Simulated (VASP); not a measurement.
A run of VASP 6.6.1 is set up as follows.

INCAR

```
SYSTEM = Ba
PREC = Accurate ; ENCUT = 600
EDIFF = 1E-7 ; ISMEAR = 0
SIGMA = 0.1 ; LREAL = .False.
LASPH = .True. ; NELM = 80
ALGO = Normal ; ISIF = 3
LWAVE = .False. ; LCHARG = .False.
GGA = RP ; IBRION = 2
NSW = 100 ; EDIFFG = -0.002
```

KPOINTS

```
Automatic mesh
0
Gamma
  10 10 10
  0 0 0
```

The input POSCAR:

```
Ba
1.0
   -2.5125000000      2.5125000000      2.5125000000
    2.5125000000     -2.5125000000      2.5125000000
    2.5125000000      2.5125000000     -2.5125000000
Ba
1
Direct
    0.0000000000      0.0000000000      0.0000000000
```

Potentials or basis: VASP PAW PBE potentials, release 64 (Ba_sv).

The run is started by

```console
$ cat potpaw_PBE.64/Ba_sv/POTCAR > POTCAR
$ mpirun -np 1 vasp_std > vasp.out
```

(1) Predict the space group after relaxing (to 0.1 Å).

(2) Predict the band gap on the k mesh.

Answers

(1) Im-3m (No. 229).

(2) zero (bands 5 and 6 overlap by 0.71 eV).

Caveat: spin-orbit coupling is left out, which moves the levels of the heavy elements.
